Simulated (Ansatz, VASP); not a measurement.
# One calculation of Nb3CdB, two programs

```xyz
5
Lattice="2.9985 0.0000 0.0000 0.0000 4.6813 0.0000 0.0000 0.0000 6.4196" Properties=species:S:1:pos:R:3 pbc="T T T"
Nb    0.0000    0.0000    0.0000
Nb    0.0000    2.3406    1.6105
Nb    0.0000    2.3406    4.8091
Cd    0.0000    0.0000    3.2098
B     1.4992    2.3406    0.0000
```

Alike in both runs: functional PBE; k mesh 12 × 8 × 6; occupations gaussian, width 0.1 eV; no spin polarisation.

Ansatz relaxed the structure, and its values are those at the end. VASP's run is a single point on that final structure, the one shown.

```csv
,VASP,Ansatz
version,VASP 6.6.1,Ansatz 0.2.0
potentials or method,"VASP PAW PBE potentials, release 64 (Nb_sv, Cd, B), cutoff 520 eV","scalar-relativistic, plane waves, PAW"
valence electrons in the cell,54,62
```

Ansatz gave:

```
gap on the k mesh at the Fermi level (eV) : none
pressure (GPa)                            : 0.0
rms of the force components (eV/Å)        : 0.000
```

Problem. What did VASP give for the same quantities?

Solution. gap on the k mesh at the Fermi level (eV): none; pressure (GPa): 0.0; rms of the force components (eV/Å): 0.011.

A gap of «none» marks a metal or a gap that the smearing closes. VASP's potentials hold 54 valence electrons a cell and Ansatz's 62, so a difference there can come from the potentials and not from the codes.
